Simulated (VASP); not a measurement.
Wanted: the native input for a VASP 6.6.1 run.

- Task: single point
- Functional: PBEsol
- Potentials or basis: VASP PAW PBE potentials, release 64 (Si)
- Cutoff: 520 eV
- k mesh: 7 × 5 × 7
- Occupations: fermi-dirac, width 0.02 eV
- Spin: no spin polarisation
- Dipole correction: no
- Further INCAR settings: ALGO = Normal; EDIFF = 1e-06; NBANDS = 16

The structure of Si lies in POSCAR:

```
Si
1.0
   -2.7169994313      2.7169994313      0.0000000000
    0.0000000000      0.0000000000      5.4339988627
    2.7169994313      2.7169994313      0.0000000000
Si
4
Direct
    0.5000000000      0.3750000000      0.2500000000
    0.0000000000      0.8750000000      0.7500000000
    0.0000000000      0.1250000000      0.2500000000
    0.5000000000      0.6250000000      0.7500000000
```

These files were run (other wordings do the same):

INCAR

```
PREC = Accurate ; ENCUT = 520
EDIFF = 1E-6 ; ISMEAR = -1
SIGMA = 0.02 ; LREAL = F
LASPH = T ; NELM = 100
ALGO = Normal ; ISIF = 2
LWAVE = F ; LCHARG = F
GGA = PS ; NBANDS = 16
```

KPOINTS

```
regular mesh
0
Gamma
  7 5 7
```

Potentials or basis: VASP PAW PBE potentials, release 64 (Si).

Run with:

```console
$ cat potpaw_PBE.64/Si/POTCAR > POTCAR
$ mpirun -np 1 vasp_std > vasp.out
```

It gave:

```yaml
Pressure: 0.1 GPa
Band_gap_on_the_k_mesh: 0.46 eV
```

Caveat: the PAW data sets were made with another functional, which shifts forces and pressure a little; an odd mesh through Γ misses points on the zone boundary, where band edges can lie.

It took 13 s on 1 thread of Intel(R) Xeon(R) 6975P-C (Granite Rapids), on a shared host, peak memory 0.17 GiB.
